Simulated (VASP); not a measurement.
A run of VASP 6.6.1:

The input INCAR:

```
ALGO     = Normal         # electronic algorithm
EDIFF    = 1E-6           # SCF threshold, eV
ENCUT    = 520            # plane-wave cutoff, eV
GGA      = CA             # functional
ISIF     = 2              # what is computed and relaxed
ISMEAR   = 0              # smearing method
LASPH    = True           # aspherical terms in the spheres
LCHARG   = False          # write CHGCAR
LREAL    = False          # projectors in reciprocal space
LWAVE    = False          # write WAVECAR
NBANDS   = 21             # bands
NELM     = 80             # most SCF steps
PREC     = Accurate       # precision mode
SIGMA    = 0.1            # smearing width, eV
```

The input KPOINTS:

```
k-points
0
Gamma
  12 12 12
```

The input POSCAR:

```
Ge
1.0
   -0.0266301249      2.8123383186      2.8123383186
    2.8123383186     -0.0266301249      2.8123383186
    2.8123383186      2.8123383186     -0.0266301249
Ge
2
Direct
   -0.0006835805     -0.0006835805     -0.0006835805
    0.2506835805      0.2506835805      0.2506835805
```

Potentials or basis: VASP PAW LDA potentials, release 64 (Ge_d).

Run with:

```console
$ cat potpaw_LDA.64/Ge_d/POTCAR > POTCAR
$ mpirun -np 1 vasp_std > vasp.out
```

Hardware: 1 thread of Intel Xeon 8259CL (shared host).

Estimate the wall time of this run.

It took 3.4 min on 1 thread of Intel Xeon 8259CL, with other jobs on the host, peak memory 0.25 GiB. Counts: scf iterations 11, k points 189.
